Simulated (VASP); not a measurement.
# GaP (F-43m) in VASP: notebook

The runs below take GaP through single point, relaxation of cell and atoms, with LDA.

Everything below comes from runs of VASP 6.6.1. Logs are shortened: lines on timing, memory, paths and dates and some standing lists are left out, and cuts for length are marked.

## 1. The cell of the first run

Symmetry: F-43m, No. 216, cubic system. The conventional cell has a = 5.319 Å, b = 5.319 Å, c = 5.319 Å, α = 90.00°, β = 90.00°, γ = 90.00°. Within 3.0 Å of Ga (site symmetry -43m) lie 4 P at 2.30 Å. Within 3.0 Å of P (site symmetry -43m) lie 4 Ga at 2.30 Å.

## 2. Single point, LDA

File INCAR:

```
PREC = Accurate ; ENCUT = 520
EDIFF = 1E-6 ; ISMEAR = 0
SIGMA = 0.01 ; LREAL = False
LASPH = True ; NELM = 60
ALGO = Normal ; ISIF = 2
LWAVE = False ; LCHARG = False
NBANDS = 16
```

File KPOINTS:

```
regular mesh
0
Gamma
  8 8 8
```

File POSCAR:

```
GaP
1.0
    0.0000000000      2.6594933920      2.6594933920
    2.6594933920      0.0000000000      2.6594933920
    2.6594933920      2.6594933920      0.0000000000
Ga P
1 1
Direct
    0.0000000000      0.0000000000      0.0000000000
    0.7500000000      0.7500000000      0.7500000000
```

Potentials or basis: VASP PAW LDA potentials, release 64 (Ga_d, P).

Run with:

```
> cat potpaw_LDA.64/Ga_d/POTCAR potpaw_LDA.64/P/POTCAR > POTCAR
> mpirun -np 1 vasp_std > vasp.out
```

OUTCAR:

```text
PREC = Accurate
   ENCUT = 520
   EDIFF = 1E-6
   ISMEAR = 0
   LREAL = False
   LASPH = True
   NELM = 60
   ISIF = 2

 ion  position               nearest neighbor table
   1  0.000  0.000  0.000-   2 2.30   2 2.30   2 2.30   2 2.30
   2  0.750  0.750  0.750-   1 2.30   1 2.30   1 2.30   1 2.30

  LATTYP: Found a face centered cubic cell.
 ALAT       =     5.3189867840

  Lattice vectors:

 A1 = (   0.0000000000,   2.6594933920,   2.6594933920)
 A2 = (   2.6594933920,   0.0000000000,   2.6594933920)
 A3 = (   2.6594933920,   2.6594933920,   0.0000000000)

Analysis of symmetry for initial positions (statically):
=====================================================================
 Subroutine PRICEL returns:
 Original cell was already a primitive cell.

 Routine SETGRP: Setting up the symmetry group for a
 face centered cubic supercell.

 Subroutine GETGRP returns: Found 24 space group operations
 (whereof 24 operations were pure point group operations)
 out of a pool of 48 trial point group operations.

The static configuration has the point symmetry T_d .

Analysis of symmetry for dynamics (positions and initial velocities):
=====================================================================
 Subroutine PRICEL returns:
 Original cell was already a primitive cell.

 Routine SETGRP: Setting up the symmetry group for a
 face centered cubic supercell.

 Subroutine GETGRP returns: Found 24 space group operations
 (whereof 24 operations were pure point group operations)
 out of a pool of 48 trial point group operations.

The dynamic configuration has the point symmetry T_d .

 Subroutine INISYM returns: Found 24 space group operations
 (whereof 24 operations are pure point group operations),
 and found     1 'primitive' translations

----------------------------------------------------------------------------------------

                                     Primitive cell

  volume of cell :      37.6207

  direct lattice vectors                    reciprocal lattice vectors
     0.000000000  2.659493392  2.659493392    -0.188005731  0.188005731  0.188005731
     2.659493392  0.000000000  2.659493392     0.188005731 -0.188005731  0.188005731
     2.659493392  2.659493392  0.000000000     0.188005731  0.188005731 -0.188005731

  length of vectors
     3.761091624  3.761091624  3.761091624     0.325635479  0.325635479  0.325635479

  position of ions in fractional coordinates (direct lattice)
     0.000000000  0.000000000  0.000000000
     0.750000000  0.750000000  0.750000000

  ion indices of the primitive-cell ions
   primitive index   ion index
                 1           1
                 2           2

----------------------------------------------------------------------------------------

 KPOINTS: regular mesh

Automatic generation of k-mesh.
 Grid dimensions read from file:
 generate k-points for:    8    8    8

 Generating k-lattice:

  Cartesian coordinates                     Fractional coordinates (reciprocal lattice)
    -0.023500716  0.023500716  0.023500716     0.125000000  0.000000000  0.000000000
     0.023500716 -0.023500716  0.023500716     0.000000000  0.125000000  0.000000000
     0.023500716  0.023500716 -0.023500716     0.000000000  0.000000000  0.125000000

  Length of vectors
     0.040704435  0.040704435  0.040704435

  Shift w.r.t. Gamma in fractional coordinates (k-lattice)
     0.000000000  0.000000000  0.000000000

 Subroutine IBZKPT returns following result:
 ===========================================

 Found     29 irreducible k-points:

 Following reciprocal coordinates:
            Coordinates               Weight
  0.000000  0.000000  0.000000      1.000000
  0.125000  0.000000  0.000000      8.000000
  0.250000  0.000000  0.000000      8.000000
  0.375000  0.000000  0.000000      8.000000
  0.500000  0.000000  0.000000      4.000000
  0.125000  0.125000  0.000000      6.000000
[... 16 lines left out ...]
  0.500000  0.250000  0.125000     48.000000
 -0.375000  0.250000  0.125000     24.000000
 [... further k-points ...]
   k-points           NKPTS =     29   k-points in BZ     NKDIM =     29   number of bands    NBANDS=     16
   number of dos      NEDOS =    301   number of ions     NIONS =      2
   total plane-waves  NPLWV =  21952
   dimension x,y,z NGX =    28 NGY =   28 NGZ =   28
   dimension x,y,z NGXF=    56 NGYF=   56 NGZF=   56
   ions per type =               1   1
   NGX,Y,Z   is equivalent  to a cutoff of  12.38, 12.38, 12.38 a.u.
   NGXF,Y,Z  is equivalent  to a cutoff of  24.75, 24.75, 24.75 a.u.
 SYSTEM =  unknown system
   PREC   = accura    normal or accurate (medium, high low for compatibility)
   ISTART =      0    job   : 0-new  1-cont  2-samecut
   ICHARG =      2    charge: 1-file 2-atom 10-const
   ISPIN  =      1    spin polarized calculation?
   LNONCOLLINEAR =      F non collinear calculations
   LSORBIT =      F    spin-orbit coupling
   LASPH  =      T    aspherical Exc in radial PAW
   ENCUT  =  520.0 eV  38.22 Ry    6.18 a.u.   6.99  6.99  6.99*2*pi/ulx,y,z
   NELM   =     60;   NELMIN=  2; NELMDL= -5     # of ELM steps
   EDIFF  = 0.1E-05   stopping-criterion for ELM
   LREAL  =      F    real-space projection
   EDIFFG = 0.1E-04   stopping-criterion for IOM
   NSW    =      0    number of steps for IOM
   IBRION =     -1    ionic relax: 0-MD 1-quasi-New 2-CG
   NFREE  =      0    steps in history (QN), initial steepest desc. (CG)
   ISIF   =      2    stress and relaxation
   ISYM   =      2    0-nonsym 1-usesym 2-fastsym
   POTIM  = 0.5000    time-step for ionic-motion
   TEBEG  =    0.0;   TEEND  =   0.0 temperature during run
   PSTRESS=    0.0 pullay stress
   NELECT =      18.0000    total number of electrons
   NUPDOWN=      -1.0000    fix difference up-down
   EMIN   =  10.00;   EMAX   =-10.00  energy-range for DOS
   EFERMI =   0.00;   METHOD = LEGACY
   ISMEAR =     0;   SIGMA  =   0.01  broadening in eV -4-tet -1-fermi 0-gaus
   EFERMI_NEDOS =   21; number of points for ismear=-14 and -15
   IALGO  =     38    algorithm
   IMIX   =      4    mixing-type and parameters
     AMIX     =   0.40;   BMIX     =  1.00
     AMIX_MAG =   1.60;   BMIX_MAG =  1.00
  volume/ion in A,a.u.               =      18.81       126.94
  Fermi-wavevector in a.u.,A,eV,Ry     =   1.280433  2.419667 22.306859  1.639508
  Thomas-Fermi vector in A             =   2.412861
   LORBIT       =      0    0 simple, 1 ext, 2 COOP (PROOUT), +10 PAW based schemes
   GGA     = CA    functional components
   LHFCALC =     F    Hartree Fock is set to
   AEXX    =    0.0000 exact exchange contribution
   IVDW    =     0    specifies the selected vdW correction
   LEPSILON=     F    determine dielectric tensor
   LRPA    =     F    only Hartree local field effects (RPA)
 non-spin polarized calculation
 Gauss-broadening in eV      SIGMA  =   0.01
  energy-cutoff  :      520.00
  volume of cell :       37.62
 maximum number of plane-waves:      1036
   NGX = 13   NGY = 13   NGZ = 13

 number of electron      17.9999985 magnetization

 Free energy of the ion-electron system (eV)
  ---------------------------------------------------
  ext. energy  EPLUGINS =         0.00000000
  ---------------------------------------------------
  free energy    TOTEN  =       -10.43070272 eV

  energy without entropy =      -10.43070272  energy(sigma->0) =      -10.43070272

 E-fermi :   5.3662     XC(G=0): -10.4944

 val. band max:        5.2908585068   @ k =   0.0000   0.0000   0.0000
 cond. band min:       6.6326264710   @ k =   0.5000   0.5000   0.0000
 fundamental gap:      1.3417679641
 Fermi energy:         5.3662426061

 k-point     1 :       0.0000    0.0000    0.0000
  band No.  band energies     occupation
      1      -9.5624      2.00000
      2      -9.5624      2.00000
      3      -9.5624      2.00000
      4      -9.4402      2.00000
      5      -9.4402      2.00000
      6      -7.7942      2.00000
[... 8 lines left out ...]
     15      15.1900      0.00000
     16      15.1900      0.00000

 k-point     2 :       0.1250    0.0000    0.0000
  band No.  band energies     occupation
      1      -9.5803      2.00000
      2      -9.5566      2.00000
      3      -9.5566      2.00000
      4      -9.4403      2.00000
      5      -9.4403      2.00000
      6      -7.5714      2.00000
[... 8 lines left out ...]
     15      14.4839      0.00000
     16      15.0696      0.00000

 k-point     3 :       0.2500    0.0000    0.0000
  band No.  band energies     occupation
      1      -9.6182      2.00000
      2      -9.5441      2.00000
      3      -9.5441      2.00000
      4      -9.4388      2.00000
      5      -9.4388      2.00000
      6      -6.9385      2.00000
[... 8 lines left out ...]
     15      14.2875      0.00000
     16      15.1731      0.00000

 k-point     4 :       0.3750    0.0000    0.0000
  band No.  band energies     occupation
      1      -9.6512      2.00000
      2      -9.5348      2.00000
      3      -9.5348      2.00000
      4      -9.4340      2.00000
      5      -9.4340      2.00000
      6      -6.0381      2.00000
[... 8 lines left out ...]
     15      15.5864      0.00000
     16      15.5864      0.00000
[... 324 lines left out ...]
 k-point    22 :       0.3750    0.2500    0.1250
  band No.  band energies     occupation
      1      -9.6448      2.00000
      2      -9.5295      2.00000
      3      -9.5243      2.00000
      4      -9.4548      2.00000
      5      -9.4289      2.00000
      6      -6.4009      2.00000
[... 8 lines left out ...]
     15      16.6501      0.00000
     16      17.9773      0.00000

 k-point    23 :       0.5000    0.2500    0.1250
  band No.  band energies     occupation
      1      -9.6626      2.00000
      2      -9.5253      2.00000
      3      -9.5129      2.00000
      4      -9.4522      2.00000
      5      -9.4291      2.00000
      6      -5.5470      2.00000
[... 8 lines left out ...]
     15      17.0779      0.00000
     16      18.3454      0.00000

 k-point    24 :      -0.3750    0.2500    0.1250
  band No.  band energies     occupation
      1      -9.6691      2.00000
      2      -9.5248      2.00000
      3      -9.5090      2.00000
      4      -9.4476      2.00000
      5      -9.4312      2.00000
      6      -5.0051      2.00000
[... 8 lines left out ...]
     15      17.4248      0.00000
     16      18.1195      0.00000

 [... further k-points ...]

------------------------ aborting loop because EDIFF is reached ----------------------------------------

  FORCE on cell =-STRESS in cart. coord.  units (eV):
  Direction    XX          YY          ZZ          XY          YZ          ZX
  --------------------------------------------------------------------------------------
  -------------------------------------------------------------------------------------
  Total        0.9583493      0.9583493      0.9583493      0.0000000      0.0000000      0.0000000
  in kB       40.8138601     40.8138601     40.8138601      0.0000000      0.0000000      0.0000000
  external PRESSURE =      40.8138601 kB  Pullay stress =       0.0000000 kB

 VOLUME and BASIS-vectors are now :
 -----------------------------------------------------------------------------
  energy-cutoff  :      520.00
  volume of cell :       37.62
      direct lattice vectors                 reciprocal lattice vectors
     0.000000000  2.659493392  2.659493392    -0.188005731  0.188005731  0.188005731
     2.659493392  0.000000000  2.659493392     0.188005731 -0.188005731  0.188005731
     2.659493392  2.659493392  0.000000000     0.188005731  0.188005731 -0.188005731

 POSITION                                       TOTAL-FORCE (eV/Angst)
 -----------------------------------------------------------------------------------
      0.00000      0.00000      0.00000         0.000000      0.000000      0.000000
      3.98924      3.98924      3.98924        -0.000000     -0.000000     -0.000000
 -----------------------------------------------------------------------------------
    total drift:                               -0.000001     -0.000001     -0.000001

  FREE ENERGIE OF THE ION-ELECTRON SYSTEM (eV)
  ---------------------------------------------------
  free  energy   TOTEN  =       -10.4307027197 eV

  energy  without entropy=      -10.4307027197  energy(sigma->0) =      -10.43070272
```

It used 7 s of CPU time on 1 thread of Intel(R) Xeon(R) Platinum 8559C (Emerald Rapids) (shared host).

Results:

```
Free energy            : -10.4307 eV
Pressure               : 4.1 GPa
Band gap on the k mesh : 1.34 eV (least direct gap 2.25 eV)
```

Caveat: the cell stands under pressure. A k mesh can miss the band edges.

(Continued in part 2 of 2.)
